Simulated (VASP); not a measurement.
Mo3W: single point with PBE

Mo3W:

```xyz
8
Lattice="0.0000 -0.0001 -3.1721 0.0000 -4.4772 0.0001 -8.9470 0.0000 -0.0001" Properties=species:S:1:pos:R:3 pbc="T T T"
Mo   -8.9470   -2.2386   -0.0002
Mo   -4.4735   -2.2386   -0.0001
Mo   -4.4735   -4.4772   -1.5859
Mo    0.0000    0.0000   -1.5860
Mo   -6.7102   -4.4772    0.0001
Mo   -2.2368   -4.4772    0.0000
W    -6.7102   -2.2386   -1.5860
W    -2.2367   -2.2387   -1.5861
```

* Program: VASP 6.6.1
* Task: single point
* Functional: PBE
* Potentials or basis: VASP PAW PBE potentials, release 64 (Mo_sv, W_sv)
* Cutoff: 500 eV
* k mesh: 8 × 6 × 4
* Occupations: gaussian, width 0.2 eV
* Spin: no spin polarisation
* Dipole correction: no
* Further INCAR settings: ALGO = Normal; EDIFF = 1e-06; NBANDS = 66

```
Pressure               : 0.5 GPa
Band gap on the k mesh : zero (bands 56 and 57 overlap by 1.96 eV)
```

Levels at points of the mesh, in eV from the Fermi level:
| k point | band 52 | band 53 | band 54 | band 55 | band 56 | band 57 | band 58 | band 59 | band 60 | band 61 |
| --- | --- | --- | --- | --- | --- | --- | --- | --- | --- | --- |
| (0.00, 0.00, 0.00) | -1.28 | -0.82 | -0.66 | 0.25 | 0.36 | 1.00 | 1.12 | 1.35 | 1.36 | 1.38 |
| (0.50, 0.00, 0.00) | -1.85 | -1.80 | -1.70 | -0.63 | -0.63 | -0.49 | -0.48 | 0.87 | 1.13 | 1.25 |
| (0.00, 0.50, 0.00) | -0.70 | -0.66 | -0.64 | -0.64 | -0.64 | -0.61 | -0.53 | -0.53 | -0.34 | 0.25 |
| (0.50, 0.50, 0.00) | -1.70 | 1.16 | 1.24 | 1.28 | 1.35 | 1.35 | 1.54 | 1.55 | 1.56 | 1.66 |
| (0.00, 0.00, 0.50) | -1.01 | -0.66 | -0.66 | -0.23 | -0.23 | 0.80 | 0.80 | 1.33 | 1.33 | 1.73 |
| (0.50, 0.00, 0.50) | -1.96 | -1.49 | -1.49 | -1.48 | -1.48 | 0.10 | 0.10 | 0.20 | 0.20 | 2.24 |
| (0.00, 0.50, 0.50) | -1.77 | -0.67 | -0.67 | -0.51 | -0.51 | -0.12 | -0.12 | 0.01 | 0.01 | 0.17 |
| (0.50, 0.50, 0.50) | -0.44 | -0.33 | -0.33 | -0.26 | -0.26 | 1.49 | 1.49 | 1.54 | 1.54 | 1.66 |

Wall time 8.1 min on 1 thread of Intel(R) Xeon(R) Platinum 8488C (Sapphire Rapids) (shared host), peak memory 0.64 GiB.

Caveat: spin-orbit coupling is left out, which moves the levels of the heavy elements.
